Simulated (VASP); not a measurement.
Set up this calculation in VASP 6.6.1, as the native input.

- Task: relaxation of cell and atoms
- Functional: PBEsol
- Potentials or basis: VASP PAW PBE potentials, release 64 (Hf_pv)
- Cutoff: 600 eV
- k mesh: 17 × 17 × 17
- Occupations: fermi-dirac, width 0.1 eV
- Spin: no spin polarisation
- Target pressure: 71 GPa
- Dipole correction: no
- Further INCAR settings: ALGO = Normal; EDIFF = 1e-06; IBRION = 2; EDIFFG = -0.005; NSW = 32; ISIF = 3

The structure of Hf lies in POSCAR:

```
Hf
1.0
    0.0000000000      1.9613470989      1.9613470989
    1.9613470989      0.0000000000      1.9613470989
    1.9613470989      1.9613470989      0.0000000000
Hf
1
Direct
    0.0000000000      0.0000000000      0.0000000000
```

This isn't the form of Hf at room conditions, which is hcp.

The input as run:

INCAR

```
SYSTEM = Hf
  PREC = Accurate
  ENCUT = 600
  EDIFF = 1E-6
  ISMEAR = -1
  SIGMA = 0.1
  LREAL = .FALSE.
  LASPH = .TRUE.
  NELM = 60
  ALGO = Normal
  ISIF = 3
  LWAVE = .FALSE.
  LCHARG = .FALSE.
  GGA = PS
  IBRION = 2
  NSW = 32
  EDIFFG = -0.005
  PSTRESS = 710.0
```

KPOINTS

```
Automatic mesh
0
G
  17 17 17
  0 0 0
```

Potentials or basis: VASP PAW PBE potentials, release 64 (Hf_pv).

Run with:

```console
$ cat potpaw_PBE.64/Hf_pv/POTCAR > POTCAR
$ mpirun -np 1 vasp_std > vasp.out
```

It gave:

```yaml
Relaxed_volume: 15.05 Å³/atom
Relaxed_cell: a = 2.771 Å, b = 2.771 Å, c = 2.771 Å, α = 60.00°, β = 60.00°, γ = 60.00°
Space_group_after_relaxing_to_0.1_Å: Fm-3m (No. 225)
Energy_change_on_relaxing_the_run_minimises_the_enthalpy: +18.0 meV/atom
Ionic_steps: 3
Pressure_after_relaxing: 71.0 GPa
Band_gap_on_the_k_mesh: zero (bands 5 and 6 overlap by 2.04 eV)
```

Caveat: the cell is relaxed towards a set pressure, so the run minimises the enthalpy, not the energy; the PAW data sets were made with another functional, which shifts forces and pressure a little; spin-orbit coupling is left out, which moves the levels of the heavy elements.

It took 19 s on 1 thread of Intel(R) Xeon(R) 6975P-C (Granite Rapids) (shared host), peak memory 0.16 GiB.
